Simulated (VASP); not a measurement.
Set up this calculation in VASP 6.6.1, as the native input.

```yaml
Task: single point
Functional: LDA
Potentials_or_basis: VASP PAW LDA potentials, release 64 (Ni, Si)
Cutoff: 520 eV
k_mesh: 9 × 8 × 6
Occupations: fermi-dirac, width 0.05 eV
Spin: collinear spin, ferromagnetic start
Starting_moments: "[1.0, 1.0, 0.0, 0.0] μB"
Dipole_correction: no
Further_INCAR_settings: ALGO = Normal; EDIFF = 1e-07; NBANDS = 26
```

The structure of SiNi lies in POSCAR:

```
SiNi
1.0
    2.9262299618      0.0000000000      0.0000000000
    0.0000000000      3.2633725875      0.0000000000
    0.0000000000      0.0000000000      4.6228216781
Ni Si
2 2
Direct
    0.5000000000      0.5000000000      0.3430287291
    0.0000000000      0.0000000000      0.6569712709
    0.5000000000      0.5000000000      0.8409109805
    0.0000000000      0.0000000000      0.1590890195
```

These files were run (other wordings do the same):

INCAR

```
SYSTEM = SiNi
PREC     = Accurate       ! precision mode
ENCUT    = 520            ! plane-wave cutoff, eV
EDIFF    = 1E-7           ! SCF threshold, eV
ISMEAR   = -1             ! smearing method
SIGMA    = 0.05           ! smearing width, eV
LREAL    = .FALSE.        ! projectors in reciprocal space
LASPH    = .TRUE.         ! aspherical terms in the spheres
NELM     = 150            ! most SCF steps
ALGO     = Normal         ! electronic algorithm
ISIF     = 2              ! what is computed and relaxed
LWAVE    = .FALSE.        ! write WAVECAR
LCHARG   = .FALSE.        ! write CHGCAR
ISPIN    = 2              ! spin polarisation
MAGMOM   = 1 1 0 0        ! initial moments
LORBIT   = 11             ! projections on sites
LMAXMIX  = 4              ! l up to which the mixer works
GGA      = CA             ! functional
NBANDS   = 26             ! bands
```

KPOINTS

```
regular mesh
0
G
  9 8 6
  0 0 0
```

Potentials or basis: VASP PAW LDA potentials, release 64 (Ni, Si).

Launch:

```bash
$ cat potpaw_LDA.64/Ni/POTCAR potpaw_LDA.64/Si/POTCAR > POTCAR
$ mpirun -np 1 vasp_std > vasp.out
```

Results of the run:

| Item | Value |
| --- | --- |
| Pressure | 0.4 GPa |
| Largest force | 0.014 eV/Å |
| Band gap on the k mesh | zero (filled and empty bands overlap) |
| Net moment | 0.00 μB per cell |
| Valence electrons inside the program's atomic spheres | Ni 9.67; Si 1.65 |

Wall time 3.8 min on 1 thread of Oxide Virtual Turin-like Processor, with other jobs on the host, peak memory 0.23 GiB.
